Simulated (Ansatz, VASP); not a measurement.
**Two plane-wave programs on SnTe**

```
CELL_PARAMETERS angstrom
0.00000 3.14334 3.14334
3.14334 0.00000 3.14334
3.14334 3.14334 0.00000
ATOMIC_POSITIONS crystal
Sn 0.00000 0.00000 0.00000
Te 0.50000 0.50000 0.50000
```

Alike in both runs: functional PBEsol; k mesh 11 × 11 × 11; occupations fermi-dirac, width 0.08 eV; no spin polarisation.

Ansatz relaxed the structure, and its values are those at the end. VASP's run is a single point on that final structure, the one shown.

```csv
,VASP,Ansatz
version,VASP 6.6.1,Ansatz 0.2.0
potentials or method,"VASP PAW PBE potentials, release 64 (Sn_d, Te)","PAW with Ansatz's default frozen-core files, scalar-relativistic"
plane-wave cutoff (eV),520,420
valence electrons in the cell,20,30
```

|  | VASP | Ansatz | Ansatz less VASP |
| --- | --- | --- | --- |
| pressure (GPa) | 0.0 | 0.0 | -0.01 |

VASP's potentials were made for PBE, not for PBEsol. VASP's potentials hold 20 valence electrons a cell and Ansatz's 30, so a difference there can come from the potentials and not from the codes.

Spin-orbit coupling is off throughout.
